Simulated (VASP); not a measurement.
Wanted: the native input for a VASP 6.6.1 run.

```yaml
Task: relaxation of shape and atoms at fixed volume
Functional: PBE
Potentials_or_basis: VASP PAW PBE potentials, release 64 (Li_sv)
Cutoff: 600 eV
k_mesh: 10 × 10 × 6
Occupations: fermi-dirac, width 0.05 eV
Spin: no spin polarisation
Dipole_correction: no
Further_INCAR_settings: ALGO = Normal; EDIFF = 1e-07; IBRION = 2; EDIFFG = -0.005; NSW = 50; ISIF = 4
```

The structure of Li lies in POSCAR:

```
Li
1.0
    2.2757091305      0.0000000000      0.0000000000
   -1.1378545653      1.9708219187      0.0000000000
    0.0000000000      0.0000000000      7.2060947106
Li
4
Direct
    0.0000000000      0.0000000000      0.0000000000
    0.0000000000      0.0000000000      0.5000000000
    0.3333333333      0.6666666667      0.2500000000
    0.6666666667      0.3333333333      0.7500000000
```

The input as run:

INCAR

```
SYSTEM = Li
  PREC = Accurate
  ENCUT = 600
  EDIFF = 1E-7
  ISMEAR = -1
  SIGMA = 0.05
  LREAL = .FALSE.
  LASPH = .TRUE.
  NELM = 80
  ALGO = Normal
  ISIF = 4
  LWAVE = .FALSE.
  LCHARG = .FALSE.
  GGA = PE
  IBRION = 2
  NSW = 50
  EDIFFG = -0.005
```

KPOINTS

```
regular mesh
0
G
  10 10 6
  0 0 0
```

Potentials or basis: VASP PAW PBE potentials, release 64 (Li_sv).

Launch:

```bash
$ cat potpaw_PBE.64/Li_sv/POTCAR > POTCAR
$ mpirun -np 1 vasp_std > vasp.out
```

It gave:

```json
{
  "Energy gained by relaxing": "4.8 meV/atom",
  "Ionic steps": "9",
  "Pressure after relaxing": "57.0 GPa",
  "Band gap on the k mesh": "zero (band 6 reaches 5.98 eV, above the bottom of band 7 at 2.22 eV)"
}
```

Caveat: the cutoff is under 1.25 times the usual one of these potentials, so pressure, stress and relaxed cells hold a basis-set (Pulay) error.

It took 91 s on 1 thread of Oxide Virtual Turin-like Processor, with other jobs on the host, peak memory 0.12 GiB.
